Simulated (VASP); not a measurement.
Write the native input for VASP 6.6.1 that does the following.

```yaml
Task: single point
Functional: LDA
Potentials_or_basis: VASP PAW LDA potentials, release 64 (Rh_pv)
Cutoff: 520 eV
k_mesh: 16 × 16 × 9
Occupations: fermi-dirac, width 0.08 eV
Spin: no spin polarisation
Dipole_correction: no
Further_INCAR_settings: ALGO = Normal; EDIFF = 1e-06; NBANDS = 22
```

The structure of Rh lies in POSCAR:

```
Rh
1.0
    2.5553838535      0.0000000000      0.0000000000
   -1.2776919267      2.2130273335      0.0000000000
    0.0000000000      0.0000000000      4.1330158059
Rh
2
Direct
    0.3333333333      0.6666666667      0.2500000000
    0.6666666667      0.3333333333      0.7500000000
```

This cell differs from its parent crystal: volume scaled by 0.88.

One way to write it, as run:

INCAR

```
PREC     = Accurate       # precision mode
ENCUT    = 520            # plane-wave cutoff, eV
EDIFF    = 1E-6           # SCF threshold, eV
ISMEAR   = -1             # smearing method
SIGMA    = 0.08           # smearing width, eV
LREAL    = False          # projectors in reciprocal space
LASPH    = True           # aspherical terms in the spheres
NELM     = 100            # most SCF steps
ALGO     = Normal         # electronic algorithm
ISIF     = 2              # what is computed and relaxed
LWAVE    = False          # write WAVECAR
LCHARG   = False          # write CHGCAR
NBANDS   = 22             # bands
```

KPOINTS

```
Automatic mesh
0
Gamma
  16 16 9
```

Potentials or basis: VASP PAW LDA potentials, release 64 (Rh_pv).

Run with:

```sh
$ cat potpaw_LDA.64/Rh_pv/POTCAR > POTCAR
$ mpirun -np 1 vasp_std > vasp.out
```

It gave:

The pressure is 56.7 GPa. The band gap on the k mesh is zero (band 15 reaches 15.98 eV, above the bottom of band 16 at 12.91 eV).

It took 32 s on 1 thread of Intel(R) Xeon(R) Platinum 8488C (Sapphire Rapids) (shared host), peak memory 0.17 GiB.
